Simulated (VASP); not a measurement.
A run of VASP 6.6.1:

File INCAR:

```
SYSTEM = SnAs
PREC     = Accurate       ! precision mode
ENCUT    = 520            ! plane-wave cutoff, eV
EDIFF    = 1E-8           ! SCF threshold, eV
ISMEAR   = -1             ! smearing method
SIGMA    = 0.15           ! smearing width, eV
LREAL    = .False.        ! projectors in reciprocal space
LASPH    = .True.         ! aspherical terms in the spheres
NELM     = 80             ! most SCF steps
ALGO     = Normal         ! electronic algorithm
ISIF     = 2              ! what is computed and relaxed
LWAVE    = .False.        ! write WAVECAR
LCHARG   = .False.        ! write CHGCAR
IBRION   = 8              ! ionic algorithm
NSW      = 1              ! ionic steps
```

File KPOINTS:

```
Automatic mesh
0
Gamma
  12 12 12
  0 0 0
```

Contents of POSCAR:

```
SnAs
1.0
    0.0000000000      2.8359207808      2.8359207808
    2.8359207808      0.0000000000      2.8359207808
    2.8359207808      2.8359207808      0.0000000000
Sn As
1 1
Direct
    0.0000000000      0.0000000000      0.0000000000
    0.5000000000      0.5000000000      0.5000000000
```

Potentials or basis: VASP PAW LDA potentials, release 64 (Sn_d, As).

Run with:

```console
$ cat potpaw_LDA.64/Sn_d/POTCAR potpaw_LDA.64/As/POTCAR > POTCAR
$ mpirun -np 1 vasp_std > vasp.out
```

Hardware: 1 thread of Oxide Virtual Turin-like Processor (shared host).

Estimate the wall time of this run.

Wall time 9.1 min on 1 thread of Oxide Virtual Turin-like Processor (shared host), peak memory 0.35 GiB. Counts: scf iterations 41, k points 72.
